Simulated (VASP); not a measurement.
Input of a VASP 6.6.1 run:

Contents of INCAR:

```
SYSTEM = Sn
PREC = Accurate
ENCUT = 520
EDIFF = 1E-6
ISMEAR = 0
SIGMA = 0.1
LREAL = .False.
LASPH = .True.
NELM = 100
ALGO = Fast
ISIF = 2
LWAVE = .False.
LCHARG = .False.
GGA = PS
NBANDS = 36
```

KPOINTS

```
regular mesh
0
Gamma
  12 12 8
  0 0 0
```

The input POSCAR:

```
Sn
1.0
    3.2703517034      3.2703517034      0.0000000000
   -3.2703517034      3.2703517034      0.0000000000
    0.0924995147      0.0924995147      6.5407034068
Sn
4
Direct
    0.0024383976      0.0000000000      0.4999710697
   -0.0024383976      0.5000000000      0.2500289303
    0.5024383976      0.5000000000     -0.0000289303
    0.4975616024      0.0000000000      0.7500289303
```

Potentials or basis: VASP PAW PBE potentials, release 64 (Sn_d).

Command:

```bash
$ cat potpaw_PBE.64/Sn_d/POTCAR > POTCAR
$ mpirun -np 1 vasp_std > vasp.out
```

Problem. Estimate the band gap on the k mesh.

Solution. Zero (bands 28 and 29 overlap by 0.32 eV).

Problem. Estimate the pressure.

Solution. -0.1 GPa.

Problem. What does it give for the largest force?

Solution. 0.003 eV/Å.

Forces in eV/Å, atoms in the order of the input:
```
Sn   0.001  0.001 -0.003
Sn  -0.001 -0.001  0.003
Sn   0.001  0.001 -0.003
Sn  -0.001 -0.001  0.003
```

Caveat: the cell differs from its parent crystal (shear of c along a, cell held: +2.0 %, then relaxed in part); the PAW data sets were made with another functional, which shifts forces and pressure a little; spin-orbit coupling is left out, which moves the levels of the heavy elements.
